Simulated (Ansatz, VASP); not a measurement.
# BaTiO3 in VASP and in Ansatz

The input POSCAR:

```
BaTiO3
1.0
    3.6529885986      0.0000000000      0.0000000000
    0.0000000000      2.5830530097      2.5830530097
    0.0000000000     -2.5830530097      2.5830530097
Ba Ti O
1 1 3
Direct
    0.0000000000     -0.0040200000     -0.0040200000
    0.5000000000      0.4959800000      0.4959800000
    0.5000000000      0.9959800000      0.4959800000
    0.5000000000      0.4959800000      0.9959800000
    0.0000000000      0.4959800000      0.4959800000
```

Contents of INCAR.step1:

```
SYSTEM = BaTiO3
PREC     = Accurate       ! precision mode
ENCUT    = 910            ! plane-wave cutoff, eV
ISMEAR   = 0              ! smearing method
SIGMA    = 0.02           ! smearing width, eV
LREAL    = .FALSE.        ! projectors in reciprocal space
LASPH    = .TRUE.         ! aspherical terms in the spheres
NELM     = 200            ! most SCF steps
LMAXMIX  = 4              ! l up to which the mixer works
LDAU     = .TRUE.         ! DFT+U
LDAUTYPE = 2            
LDAUL    = -1 2 -1        ! shell
LDAUU    = 0 4 0          ! U, eV
LDAUJ    = 0 0 0        
NBANDS   = 28             ! bands
GGA      = PE             ! functional
ALGO     = Normal         ! electronic algorithm
EDIFF    = 1E-5           ! SCF threshold, eV
LWAVE    = .TRUE.         ! write WAVECAR
LCHARG   = .FALSE.        ! write CHGCAR
GGA_COMPAT= .FALSE.
```

Contents of INCAR.step2:

```
SYSTEM = BaTiO3
PREC     = Accurate       ! precision mode
ENCUT    = 910            ! plane-wave cutoff, eV
EDIFF    = 1E-6           ! SCF threshold, eV
ISMEAR   = 0              ! smearing method
SIGMA    = 0.02           ! smearing width, eV
LREAL    = .FALSE.        ! projectors in reciprocal space
LASPH    = .TRUE.         ! aspherical terms in the spheres
NELM     = 200            ! most SCF steps
ALGO     = Normal         ! electronic algorithm
ISIF     = 2              ! what is computed and relaxed
LWAVE    = .FALSE.        ! write WAVECAR
LCHARG   = .TRUE.         ! write CHGCAR
LMAXMIX  = 4              ! l up to which the mixer works
LDAU     = .TRUE.         ! DFT+U
LDAUTYPE = 2            
LDAUL    = -1 2 -1        ! shell
LDAUU    = 0 4 0          ! U, eV
LDAUJ    = 0 0 0        
LDAUPRINT= 1            
METAGGA  = R2SCAN         ! meta-GGA
LMIXTAU  = .TRUE.       
LELF     = .TRUE.         ! ELF
LVHAR    = .TRUE.       
NBANDS   = 28             ! bands
ISTART   = 1            
GGA_COMPAT= .FALSE.
```

Contents of KPOINTS:

```
Automatic mesh
0
G
  6 6 6
  0 0 0
```

Input for Ansatz:

```yaml
crystal:
  lattice:
    - [3.6529885986, 0.0, 0.0]
    - [0.0, 2.5830530097, 2.5830530097]
    - [0.0, -2.5830530097, 2.5830530097]
  atoms:
    - { symbol: Ba, position: [0.0, -0.00402, -0.00402] }
    - { symbol: Ti, position: [0.5, 0.49598, 0.49598] }
    - { symbol: O, position: [0.5, 0.99598, 0.49598] }
    - { symbol: O, position: [0.5, 0.49598, 0.99598] }
    - { symbol: O, position: [0.0, 0.49598, 0.49598] }
basis:
  ecutwfc: 500
kpoints:
  mp_grid: { grid: [6, 6, 6] }
  band_path: { path: [VBM, CBM], npoints: 2 }
hamiltonian:
  xc: r2scan
  hubbard: { sites: [{ species: Ti, l: d, u_eff: 4.0 }] }
scf:
  occupations: { method: gaussian, width: 0.02 }
output:
  forces: true
  stress: true
  eigenvalues: true
checkpoint:
  read: start.run
  write: ck
  compress: false
  write_wavefunctions: false
  write_every: 100000
```

Alike in both runs: task single point; functional r2SCAN; k mesh 6 × 6 × 6; occupations gaussian, width 0.02 eV; no spin polarisation; Hubbard terms Ti d U = 4.0 eV.

|  | VASP | Ansatz |
| --- | --- | --- |
| version | VASP 6.6.1 | Ansatz 0.2.0 |
| potentials or method | VASP PAW PBE potentials, release 64 (Ba_sv, Ti_sv, O_h), cutoff 910 eV | scalar-relativistic, plane waves, PAW |
| valence electrons in the cell | 40 | 40 |

```tsv
	VASP	Ansatz	Ansatz less VASP
gap on the k mesh at the Fermi level (eV)	3.09	3.07	-0.021
least direct gap on the mesh (eV)	3.09	3.07	-0.021
```

VASP's potentials were made for PBE, not for r2SCAN. The programs project onto different local orbitals, so the same U acts differently, and such runs can settle in different states.

Spin-orbit coupling is off throughout. Noted on VASP's run: the cutoff is under 1.25 times that of the potentials, so the pressure is a little rough.
